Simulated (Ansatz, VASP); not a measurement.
AlGa3N4: VASP beside Ansatz

The input INCAR:

```
PREC     = Accurate       # precision mode
ENCUT    = 520            # plane-wave cutoff, eV
EDIFF    = 1E-7           # SCF threshold, eV
ISMEAR   = 0              # smearing method
SIGMA    = 0.05           # smearing width, eV
LREAL    = F              # projectors in reciprocal space
LASPH    = T              # aspherical terms in the spheres
NELM     = 100            # most SCF steps
ALGO     = Normal         # electronic algorithm
ISIF     = 2              # what is computed and relaxed
LWAVE    = F              # write WAVECAR
LCHARG   = F              # write CHGCAR
GGA      = CA             # functional
NBANDS   = 41             # bands
```

File KPOINTS:

```
Automatic mesh
0
Gamma
  6 6 6
```

Contents of POSCAR:

```
AlGa3N4
1.0
    4.2509702966      0.1975373013      0.1975373013
    0.1975373013      4.2509702966      0.1975373013
    0.1975373013      0.1975373013      4.2509702966
Al Ga N
1 3 4
Direct
    0.0000000000      0.0000000000      0.0000000000
    0.5000000000      0.5000000000      0.0000000000
    0.5000000000      0.0000000000      0.5000000000
    0.0000000000      0.5000000000      0.5000000000
    0.7548078379      0.7548078379      0.2451921621
    0.7548078379      0.2451921621      0.7548078379
    0.2451921621      0.7548078379      0.7548078379
    0.2451921621      0.2451921621      0.2451921621
```

Input for Ansatz:

```yaml
crystal:
  lattice:
    - [4.2509702966, 0.1975373013, 0.1975373013]
    - [0.1975373013, 4.2509702966, 0.1975373013]
    - [0.1975373013, 0.1975373013, 4.2509702966]
  atoms:
    - { symbol: Al, position: [0.0, 0.0, 0.0] }
    - { symbol: Ga, position: [0.5, 0.5, 0.0] }
    - { symbol: Ga, position: [0.5, 0.0, 0.5] }
    - { symbol: Ga, position: [0.0, 0.5, 0.5] }
    - { symbol: "N", position: [0.7548078379, 0.7548078379, 0.2451921621] }
    - { symbol: "N", position: [0.7548078379, 0.2451921621, 0.7548078379] }
    - { symbol: "N", position: [0.2451921621, 0.7548078379, 0.7548078379] }
    - { symbol: "N", position: [0.2451921621, 0.2451921621, 0.2451921621] }
basis:
  ecutwfc: 520.0
kpoints:
  mp_grid: { grid: [6, 6, 6] }
hamiltonian:
  xc: lda
  pseudopotentials: { kind: paw, azcp: { folder: soft_1 } }
scf:
  occupations: { method: gaussian, width: 0.05 }
output:
  forces: true
  stress: true
  eigenvalues: true
```

Alike in both runs: task single point; functional LDA; k mesh 6 × 6 × 6; occupations gaussian, width 0.05 eV; no spin polarisation.

|  | VASP | Ansatz |
| --- | --- | --- |
| version | VASP 6.6.1 | Ansatz 0.2.0 |
| potentials or method | VASP PAW LDA potentials, release 64 (Al, Ga_d, N), cutoff 520 eV | scalar-relativistic, plane waves, PAW |
| valence electrons in the cell | 62 | 62 |

|  | VASP | Ansatz | Ansatz less VASP |
| --- | --- | --- | --- |
| gap on the k mesh at the Fermi level (eV) | 2.42 | 2.43 | +0.006 |
| least direct gap on the mesh (eV) | 2.42 | 2.43 | +0.006 |
| rms of the force components (eV/Å) | 1.139 | 1.097 | -0.0416 |

Ansatz warns that its potentials were made for another functional, while VASP's fit it. LDA's correlation is that of Perdew and Zunger in VASP and of Perdew and Wang (1992) in Ansatz. Atom by atom the forces differ by 0.042 eV/Å (rms over components).
